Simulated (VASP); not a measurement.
Here is a VASP 6.6.1 calculation.

File POSCAR:

```
Cu
1.0
    0.0000000000      1.7139444911      1.7139444911
    1.7139444911      0.0000000000      1.7139444911
    1.7139444911      1.7139444911      0.0000000000
Cu
1
Direct
    0.0000000000      0.0000000000      0.0000000000
```

Contents of INCAR.step1:

```
PREC = Accurate
ENCUT = 520
ISMEAR = -1
SIGMA = 0.1
LREAL = F
LASPH = T
NELM = 60
NBANDS = 12
GGA = PE
ALGO = Normal
EDIFF = 1E-4
LWAVE = T
LCHARG = F
```

File INCAR.step2:

```
PREC = Accurate
ENCUT = 520
EDIFF = 1E-7
ISMEAR = -1
SIGMA = 0.1
LREAL = F
LASPH = T
NELM = 60
ALGO = Normal
ISIF = 2
LWAVE = F
LCHARG = F
METAGGA = R2SCAN
LMIXTAU = T
NBANDS = 12
ISTART = 1
```

KPOINTS

```
regular mesh
0
Gamma
  20 20 20
```

Potentials or basis: VASP PAW PBE potentials, release 64 (Cu).

Command:

```console
$ cat potpaw_PBE.64/Cu/POTCAR > POTCAR
$ cp INCAR.step1 INCAR
$ mpirun -np 1 vasp_std > vasp.out
$ cp INCAR.step2 INCAR
$ mpirun -np 1 vasp_std > vasp.out
```

(1) Estimate the pressure.

Results:

(1) 29.4 GPa.

Caveat: the PAW data sets were made with another functional, which shifts forces and pressure a little.
